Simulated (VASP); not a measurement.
Runs of VASP 6.6.1 on TiO2. The structure is that of space group P4_2/mnm (No. 136), or close to it. The cells are those of the table. 

```csv
potentials or basis,cell,cutoff (eV),gap on the mesh (eV),pressure (GPa),largest force (eV/Å)
"VASP PAW PBE potentials, release 64 (Ti_sv, O)","a = 4.968, b = 4.968, c = 3.043 Å, 6 atoms",520,1.53,-24.2,0.89
"VASP PAW PBE potentials, release 64 (Ti_sv, O)","a = 4.752, b = 4.752, c = 2.964 Å, 6 atoms",520,1.77,-8.0,0.24
"VASP PAW PBE potentials, release 64 (Ti_sv, O_h)","a = 4.860, b = 4.860, c = 2.727 Å, 6 atoms",910,1.84,6.0,0.02
"VASP PAW PBE potentials, release 64 (Ti_sv, O)","a = 4.968, b = 4.968, c = 2.964 Å, 6 atoms",520,1.64,(a),0.88
"VASP PAW PBE potentials, release 64 (Ti_sv, O_h)","a = 4.752, b = 4.752, c = 2.806 Å, 6 atoms",910,2.01,(b),0.13
"VASP PAW PBE potentials, release 64 (Ti_sv, O)","a = 4.752, b = 4.752, c = 3.201 Å, 6 atoms",520,1.46,-22.2,0.26
"VASP PAW PBE potentials, release 64 (Ti_sv, O)","a = 4.643, b = 4.643, c = 3.043 Å, 6 atoms",520,1.72,-6.0,0.08
"VASP PAW PBE potentials, release 64 (Ti_sv, O)","a = 4.968, b = 4.968, c = 2.727 Å, 6 atoms",520,1.62,-1.8,0.43
"VASP PAW PBE potentials, release 64 (Ti_sv, O)","a = 4.860, b = 4.860, c = 2.885 Å, 6 atoms",520,1.82,-9.0,0.44
"VASP PAW PBE potentials, release 64 (Ti_sv, O)","a = 4.860, b = 4.860, c = 3.122 Å, 6 atoms",520,1.48,-23.5,0.56
"VASP PAW PBE potentials, release 64 (Ti_sv, O)","a = 4.643, b = 4.643, c = 3.122 Å, 6 atoms",520,1.63,-11.5,0.11
"VASP PAW PBE potentials, release 64 (Ti_sv, O)","a = 4.860, b = 4.860, c = 2.806 Å, 6 atoms",520,1.90,-2.0,0.25
```

Alike in all rows: task single point; level PBE; no spin polarisation; k mesh 6 × 6 × 10; smearing gaussian 0.05 eV.

**Question.** Fill in the values left out.

**Answer.** (a) -20.1; (b) 6.5.

Caveats: the cell stands under tension (at least some runs); the cutoff is under 1.25 times the usual one of these potentials, so pressure, stress and relaxed cells hold a basis-set (Pulay) error (at least some runs); the cell stands under pressure (at least some runs).

A k mesh can miss the band edges.
